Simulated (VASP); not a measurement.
# Au (P6_3/mmc) in VASP: settings compared

The runs below take Au through single point, with PBE, BLYP+D4.

Everything below comes from runs of VASP 6.6.1. Logs are shortened: lines on timing, memory, paths and dates and some standing lists are left out, and cuts for length are marked.

**1. The cell of the first run**

The structure is hexagonal, space group P6_3/mmc (No. 194). Conventional cell: a = 2.900 Å, b = 2.900 Å, c = 4.880 Å, α = 90.00°, β = 90.00°, γ = 120.00°. Within 3.8 Å of Au (site symmetry -6m2) lie 12 Au at 2.90 to 2.96 Å.

This isn't the form of Au at room conditions, which is fcc.

**2. Single point, PBE**

File INCAR:

```
PREC = Accurate
ENCUT = 520
EDIFF = 1E-6
ISMEAR = 0
SIGMA = 0.027000000000000003
LREAL = False
LASPH = True
NELM = 80
ALGO = Normal
ISIF = 2
LWAVE = False
LCHARG = True
GGA = PE
LELF = True
LVHAR = True
NBANDS = 18
```

File KPOINTS:

```
regular mesh
0
Gamma
  11 11 6
```

File POSCAR:

```
Au
1.0
    2.9000000000      0.0000000000      0.0000000000
   -1.4500000000      2.5114736710      0.0000000000
    0.0000000000      0.0000000000      4.8800000000
Au
2
Direct
    0.6666666667      0.3333333333      0.2500000000
    0.3333333333      0.6666666667      0.7500000000
```

Potentials or basis: VASP PAW PBE potentials, release 64 (Au).

Command:

```sh
cat potpaw_PBE.64/Au/POTCAR > POTCAR
mpirun -np 1 vasp_std > vasp.out
```

OUTCAR:

```text
PREC = Accurate
   ENCUT = 520
   EDIFF = 1E-6
   ISMEAR = 0
   LREAL = False
   LASPH = True
   NELM = 80
   ISIF = 2
   GGA = PE

 ion  position               nearest neighbor table
   1  0.667  0.333  0.250-   2 2.96   2 2.96   2 2.96   2 2.96   2 2.96   2 2.96
   2  0.333  0.667  0.750-   1 2.96   1 2.96   1 2.96   1 2.96   1 2.96   1 2.96

  LATTYP: Found a hexagonal cell.
 ALAT       =     2.9000000000
 C/A-ratio  =     1.6827586207

  Lattice vectors:

 A1 = (   2.9000000000,   0.0000000000,   0.0000000000)
 A2 = (  -1.4500000000,   2.5114736710,   0.0000000000)
 A3 = (   0.0000000000,   0.0000000000,   4.8800000000)

Analysis of symmetry for initial positions (statically):
=====================================================================
 Subroutine PRICEL returns:
 Original cell was already a primitive cell.

 Routine SETGRP: Setting up the symmetry group for a
 hexagonal supercell.

 Subroutine GETGRP returns: Found 24 space group operations
 (whereof 12 operations were pure point group operations)
 out of a pool of 24 trial point group operations.

The static configuration has the point symmetry D_3d.
 The point group associated with its full space group is D_6h.

Analysis of symmetry for dynamics (positions and initial velocities):
=====================================================================
 Subroutine PRICEL returns:
 Original cell was already a primitive cell.

 Routine SETGRP: Setting up the symmetry group for a
 hexagonal supercell.

 Subroutine GETGRP returns: Found 24 space group operations
 (whereof 12 operations were pure point group operations)
 out of a pool of 24 trial point group operations.

The dynamic configuration has the point symmetry D_3d.
 The point group associated with its full space group is D_6h.

 Subroutine INISYM returns: Found 24 space group operations
 (whereof 12 operations are pure point group operations),
 and found     1 'primitive' translations

----------------------------------------------------------------------------------------

                                     Primitive cell

  volume of cell :      35.5424

  direct lattice vectors                    reciprocal lattice vectors
     2.900000000  0.000000000  0.000000000     0.344827586  0.199086300  0.000000000
    -1.450000000  2.511473671  0.000000000     0.000000000  0.398172599  0.000000000
     0.000000000  0.000000000  4.880000000     0.000000000  0.000000000  0.204918033

  length of vectors
     2.900000000  2.900000000  4.880000000     0.398172599  0.398172599  0.204918033

  position of ions in fractional coordinates (direct lattice)
     0.666666667  0.333333333  0.250000000
     0.333333333  0.666666667  0.750000000

  ion indices of the primitive-cell ions
   primitive index   ion index
                 1           1
                 2           2

----------------------------------------------------------------------------------------

 KPOINTS: regular mesh

Automatic generation of k-mesh.
 Grid dimensions read from file:
 generate k-points for:   11   11    6

 Generating k-lattice:

  Cartesian coordinates                     Fractional coordinates (reciprocal lattice)
     0.031347962  0.018098755  0.000000000     0.090909091  0.000000000  0.000000000
     0.000000000  0.036197509  0.000000000     0.000000000  0.090909091  0.000000000
     0.000000000  0.000000000  0.034153005     0.000000000  0.000000000  0.166666667

  Length of vectors
     0.036197509  0.036197509  0.034153005

  Shift w.r.t. Gamma in fractional coordinates (k-lattice)
     0.000000000  0.000000000  0.000000000

 Subroutine IBZKPT returns following result:
 ===========================================

 Found     64 irreducible k-points:

 Following reciprocal coordinates:
            Coordinates               Weight
  0.000000  0.000000  0.000000      1.000000
  0.090909 -0.000000  0.000000      6.000000
  0.181818 -0.000000  0.000000      6.000000
  0.272727 -0.000000  0.000000      6.000000
  0.363636 -0.000000  0.000000      6.000000
  0.454545  0.000000  0.000000      6.000000
[... 16 lines left out ...]
  0.090909  0.090909  0.166667     12.000000
  0.181818  0.090909  0.166667     24.000000
 [... further k-points ...]
   k-points           NKPTS =     64   k-points in BZ     NKDIM =     64   number of bands    NBANDS=     18
   number of dos      NEDOS =    301   number of ions     NIONS =      2
   total plane-waves  NPLWV =  20736
   dimension x,y,z NGX =    24 NGY =   24 NGZ =   36
   dimension x,y,z NGXF=    48 NGYF=   48 NGZF=   72
   ions per type =               2
   NGX,Y,Z   is equivalent  to a cutoff of  13.76, 13.76, 12.26 a.u.
   NGXF,Y,Z  is equivalent  to a cutoff of  27.52, 27.52, 24.53 a.u.
 SYSTEM =  unknown system
   PREC   = accura    normal or accurate (medium, high low for compatibility)
   ISTART =      0    job   : 0-new  1-cont  2-samecut
   ICHARG =      2    charge: 1-file 2-atom 10-const
   ISPIN  =      1    spin polarized calculation?
   LNONCOLLINEAR =      F non collinear calculations
   LSORBIT =      F    spin-orbit coupling
   LASPH  =      T    aspherical Exc in radial PAW
   ENCUT  =  520.0 eV  38.22 Ry    6.18 a.u.   5.39  5.39  9.07*2*pi/ulx,y,z
   NELM   =     80;   NELMIN=  2; NELMDL= -5     # of ELM steps
   EDIFF  = 0.1E-05   stopping-criterion for ELM
   LREAL  =      F    real-space projection
   EDIFFG = 0.1E-04   stopping-criterion for IOM
   NSW    =      0    number of steps for IOM
   IBRION =     -1    ionic relax: 0-MD 1-quasi-New 2-CG
   NFREE  =      0    steps in history (QN), initial steepest desc. (CG)
   ISIF   =      2    stress and relaxation
   ISYM   =      2    0-nonsym 1-usesym 2-fastsym
   POTIM  = 0.5000    time-step for ionic-motion
   TEBEG  =    0.0;   TEEND  =   0.0 temperature during run
   PSTRESS=    0.0 pullay stress
   NELECT =      22.0000    total number of electrons
   NUPDOWN=      -1.0000    fix difference up-down
   EMIN   =  10.00;   EMAX   =-10.00  energy-range for DOS
   EFERMI =   0.00;   METHOD = LEGACY
   ISMEAR =     0;   SIGMA  =   0.03  broadening in eV -4-tet -1-fermi 0-gaus
   EFERMI_NEDOS =   21; number of points for ismear=-14 and -15
   IALGO  =     38    algorithm
   IMIX   =      4    mixing-type and parameters
     AMIX     =   0.40;   BMIX     =  1.00
     AMIX_MAG =   1.60;   BMIX_MAG =  1.00
  volume/ion in A,a.u.               =      17.77       119.93
  Fermi-wavevector in a.u.,A,eV,Ry     =   1.395191  2.636528 26.484517  1.946557
  Thomas-Fermi vector in A             =   2.518667
   LORBIT       =      0    0 simple, 1 ext, 2 COOP (PROOUT), +10 PAW based schemes
   GGA     = PE    functional components
   LHFCALC =     F    Hartree Fock is set to
   AEXX    =    0.0000 exact exchange contribution
   IVDW    =     0    specifies the selected vdW correction
   LEPSILON=     F    determine dielectric tensor
   LRPA    =     F    only Hartree local field effects (RPA)
 non-spin polarized calculation
 Gauss-broadening in eV      SIGMA  =   0.03
  energy-cutoff  :      520.00
  volume of cell :       35.54
 maximum number of plane-waves:       984
 NGX is ok and might be reduce to    24
   NGX = 11   NGY = 11   NGZ = 19

 number of electron      22.0000001 magnetization

 Free energy of the ion-electron system (eV)
  ---------------------------------------------------
  ext. energy  EPLUGINS =         0.00000000
  ---------------------------------------------------
  free energy    TOTEN  =        -6.42761441 eV

  energy without entropy =       -6.42671562  energy(sigma->0) =       -6.42716501

 E-fermi :   8.7690     XC(G=0): -12.4657

 val. band max:        8.7390350887   @ k =   0.1818   0.1818   0.3333
 cond. band min:       8.7799405847   @ k =   0.2727   0.1818   0.5000
 fundamental gap:      0.0409054959
 Fermi energy:         8.7689683200

 k-point     1 :       0.0000    0.0000    0.0000
  band No.  band energies     occupation
      1      -0.6309      2.00000
      2       1.7594      2.00000
      3       4.1369      2.00000
      4       4.4175      2.00000
      5       4.4175      2.00000
      6       4.7041      2.00000
[... 10 lines left out ...]
     17      26.9085      0.00000
     18      26.9085      0.00000

 k-point     2 :       0.0909   -0.0000    0.0000
  band No.  band energies     occupation
      1      -0.3787      2.00000
      2       1.9645      2.00000
      3       4.0576      2.00000
      4       4.4777      2.00000
      5       4.5820      2.00000
      6       4.6277      2.00000
[... 10 lines left out ...]
     17      25.6807      0.00000
     18      26.4927      0.00000

 k-point     3 :       0.1818   -0.0000    0.0000
  band No.  band energies     occupation
      1       0.3302      2.00000
      2       2.4492      2.00000
      3       3.8792      2.00000
      4       4.3615      2.00000
      5       4.4495      2.00000
      6       4.8638      2.00000
[... 10 lines left out ...]
     17      25.2658      0.00000
     18      25.8356      0.00000

 k-point     4 :       0.2727   -0.0000    0.0000
  band No.  band energies     occupation
      1       1.2950      2.00000
      2       2.6725      2.00000
      3       3.6666      2.00000
      4       4.0550      2.00000
      5       4.2644      2.00000
      6       4.7811      2.00000
[... 375 lines left out ...]
      4       3.8443      2.00000
      5       4.5807      2.00000
      6       4.9316      2.00000
[... 10 lines left out ...]
     17      20.9558      0.00000
     18      24.0240      0.00000

 k-point    23 :       0.0909    0.0909    0.1667
  band No.  band energies     occupation
      1       0.3114      2.00000
      2       2.3411      2.00000
      3       3.9202      2.00000
      4       4.2426      2.00000
      5       4.3591      2.00000
      6       4.7676      2.00000
[... 10 lines left out ...]
     17      25.2065      0.00000
     18      26.2582      0.00000

 k-point    24 :       0.1818    0.0909    0.1667
  band No.  band energies     occupation
      1       1.1436      2.00000
      2       2.8483      2.00000
      3       3.7157      2.00000
      4       3.8169      2.00000
      5       4.2249      2.00000
      6       4.6489      2.00000
[... 10 lines left out ...]
     17      24.7097      0.00000
     18      25.9706      0.00000

 [... further k-points ...]

------------------------ aborting loop because EDIFF is reached ----------------------------------------

  FORCE on cell =-STRESS in cart. coord.  units (eV):
  Direction    XX          YY          ZZ          XY          YZ          ZX
  --------------------------------------------------------------------------------------
  -------------------------------------------------------------------------------------
  Total        0.4246675      0.4246675      0.2154176      0.0000000      0.0000000      0.0000000
  in kB       19.1431383     19.1431383      9.7105840      0.0000000      0.0000000      0.0000000
  external PRESSURE =      15.9989536 kB  Pullay stress =       0.0000000 kB

 VOLUME and BASIS-vectors are now :
 -----------------------------------------------------------------------------
  energy-cutoff  :      520.00
  volume of cell :       35.54
      direct lattice vectors                 reciprocal lattice vectors
     2.900000000  0.000000000  0.000000000     0.344827586  0.199086300  0.000000000
    -1.450000000  2.511473671  0.000000000     0.000000000  0.398172599  0.000000000
     0.000000000  0.000000000  4.880000000     0.000000000  0.000000000  0.204918033

 POSITION                                       TOTAL-FORCE (eV/Angst)
 -----------------------------------------------------------------------------------
      1.45000      0.83716      1.22000        -0.000000      0.000000      0.000000
     -0.00000      1.67432      3.66000         0.000000     -0.000000      0.000000
 -----------------------------------------------------------------------------------
    total drift:                                0.000000     -0.000000      0.000000

  FREE ENERGIE OF THE ION-ELECTRON SYSTEM (eV)
  ---------------------------------------------------
  free  energy   TOTEN  =        -6.4276144073 eV

  energy  without entropy=       -6.4267156209  energy(sigma->0) =       -6.42716501
```

Wall time 29 s (1 thread of Intel Xeon 8259CL, shared host); peak memory 0.18 GiB.

What came out:

```
Free energy            : -6.4276 eV
Pressure               : 1.6 GPa
Band gap on the k mesh : zero (bands 11 and 12 overlap by 6.23 eV)
```

Caveat: spin-orbit coupling is left out, which moves the levels of the heavy elements.

**3. Single point, BLYP+D4**

This run uses another cell than the first one, of 17.93 Å³/atom.

File INCAR:

```
AGGAC = 1.0 ; AGGAX = 1.0
ALDAC = 0.0 ; ALDAX = 1.0
ALGO = Normal ; EDIFF = 1E-7
ENCUT = 520 ; GGA = B5
ISIF = 2 ; ISMEAR = -1
IVDW = 13 ; LASPH = True
LCHARG = False ; LREAL = False
LWAVE = False ; NBANDS = 18
NELM = 80 ; PREC = Accurate
SIGMA = 0.05 ; VDW_A1 = 0.44488865
VDW_A2 = 4.0933009 ; VDW_S6 = 1.0
VDW_S8 = 2.34076671
```

File KPOINTS:

```
k-points
0
Gamma
  11 11 6
```

File POSCAR:

```
Au
1.0
    2.9126297351      0.0000000000      0.0000000000
   -1.4563148675      2.5224113424      0.0000000000
    0.0000000000      0.0000000000      4.8818213130
Au
2
Direct
    0.6666666667      0.3333333333      0.2500000000
    0.3333333333      0.6666666667      0.7500000000
```

Potentials or basis: VASP PAW PBE potentials, release 64 (Au).

Command:

```sh
cat potpaw_PBE.64/Au/POTCAR > POTCAR
mpirun -np 1 vasp_std > vasp.out
```

Run time: 49 s. Hardware: 1 thread of Intel Xeon 8259CL, shared host; peak memory 0.18 GiB.

It converged, with:

```yaml
Free_energy: -7.2835 eV
Pressure: 0.6 GPa
Band_gap_on_the_k_mesh: zero (bands 11 and 12 overlap by 6.22 eV)
Dispersion_energy_per_atom: -1.242 eV
```

Stress tensor (GPa, compression positive):
```
0.69 0.00 0.00
0.00 0.69 0.00
0.00 0.00 0.56
```

Levels at points of the mesh, in eV from the Fermi level:
```tsv
k point	band 7	band 8	band 9	band 10	band 11	band 12	band 13	band 14	band 15	band 16
(0.00, 0.00, 0.00)	-4.10	-3.47	-3.47	-2.20	-2.20	-0.70	2.41	14.92	15.90	16.94
(0.00, 0.00, 0.50)	-4.42	-4.42	-2.63	-2.63	-2.63	-2.63	10.45	10.45	15.12	15.12
```

Caveat: the dispersion term is far too large for a dense solid, which distorts pressure and volume; the PAW data sets were made with another functional, which shifts forces and pressure a little; spin-orbit coupling is left out, which moves the levels of the heavy elements.

The gap in the log of VASP goes by the Fermi energy; the results here count the filled bands.